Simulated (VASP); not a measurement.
Crystal: KBr.

```
K Br
1.0
     0.00000    3.30225    3.30225
     3.30225    0.00000    3.30225
     3.30225    3.30225    0.00000
K Br
1 1
Direct
  0.00000 0.00000 0.00000
  0.50000 0.50000 0.50000
```

Program: VASP 6.6.1. Alike in all runs: no spin polarisation; cell as given; k mesh 6 × 6 × 6; cutoff (eV) 520; smearing gaussian 0.01 eV.

Order these runs on this cell by their band gap on the k mesh, lowest first.
A. level LDA; potentials or basis VASP PAW LDA potentials, release 64 (K_sv, Br)
B. level r2SCAN; potentials or basis VASP PAW PBE potentials, release 64 (K_sv, Br)
C. level PBE; potentials or basis VASP PAW PBE potentials, release 64 (K_sv, Br)

A (4.03 eV), C (4.43 eV), B (5.07 eV).
